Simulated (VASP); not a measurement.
Set up this calculation in VASP 6.6.1, as the native input.

* Task: relaxation of cell and atoms
* Functional: PBE
* Potentials or basis: VASP PAW PBE potentials, release 64 (Bi_d, Te, O)
* Cutoff: 600 eV
* k mesh: 3 × 3 × 3
* Occupations: gaussian, width 0.15 eV
* Spin: no spin polarisation
* Dipole correction: no
* Further INCAR settings: ALGO = Normal; EDIFF = 1e-06; IBRION = 2; EDIFFG = -0.08; NSW = 36; ISIF = 3

The structure of Bi2TeO4 lies in POSCAR:

```
Bi2TeO4
1.0
    2.0538853900      1.1858112800      7.6093990200
   -2.0538853900      1.1858112800      7.6093990200
    0.0000000000     -2.3716225700      7.6093990200
Bi Te O
2 1 4
Direct
    0.2434532000      0.2434532000      0.2434532000
    0.7565468000      0.7565468000      0.7565468000
    0.0000000000      0.0000000000      0.0000000000
    0.1389432800      0.1389432800      0.1389432800
    0.8610567200      0.8610567200      0.8610567200
    0.4313669500      0.4313669500      0.4313669500
    0.5686330500      0.5686330500      0.5686330500
```

The cell was generated, and may not be a known phase.

The input as run:

INCAR

```
SYSTEM = Bi2TeO4
PREC     = Accurate       ! precision mode
ENCUT    = 600            ! plane-wave cutoff, eV
EDIFF    = 1E-6           ! SCF threshold, eV
ISMEAR   = 0              ! smearing method
SIGMA    = 0.15           ! smearing width, eV
LREAL    = .FALSE.        ! projectors in reciprocal space
LASPH    = .TRUE.         ! aspherical terms in the spheres
NELM     = 60             ! most SCF steps
ALGO     = Normal         ! electronic algorithm
ISIF     = 3              ! what is computed and relaxed
LWAVE    = .FALSE.        ! write WAVECAR
LCHARG   = .FALSE.        ! write CHGCAR
GGA      = PE             ! functional
IBRION   = 2              ! ionic algorithm
NSW      = 36             ! ionic steps
EDIFFG   = -0.08          ! ionic threshold
```

KPOINTS

```
Automatic mesh
0
G
  3 3 3
  0 0 0
```

Potentials or basis: VASP PAW PBE potentials, release 64 (Bi_d, Te, O).

Run with:

```sh
$ cat potpaw_PBE.64/Bi_d/POTCAR potpaw_PBE.64/Te/POTCAR potpaw_PBE.64/O/POTCAR > POTCAR
$ mpirun -np 1 vasp_std > vasp.out
```

Results of the run:

| Quantity | Value |
| --- | --- |
| Relaxed volume | 15.92 Å³/atom |
| Relaxed cell | a = 8.903 Å, b = 8.903 Å, c = 8.903 Å, α = 25.06°, β = 25.06°, γ = 25.06° |
| Space group after relaxing (to 0.1 Å) | R-3m (No. 166) |
| Energy gained by relaxing | 752.0 meV/atom |
| Ionic steps | 29 |
| Pressure after relaxing | 0.5 GPa |
| Largest force after relaxing | 0.052 eV/Å |
| Band gap on the k mesh | zero (bands 30 and 31 overlap by 0.34 eV) |

Caveat: the k points lie up to 0.63 Å⁻¹ apart in the final cell; spin-orbit coupling is left out, which moves the levels of the heavy elements; the relaxation stopped at a loose force limit of 0.08 eV/Å, so its end isn't a converged minimum.

Run time: 22 min on 1 thread of Intel(R) Xeon(R) 6975P-C (Granite Rapids), with other jobs on the host, peak memory 0.62 GiB.
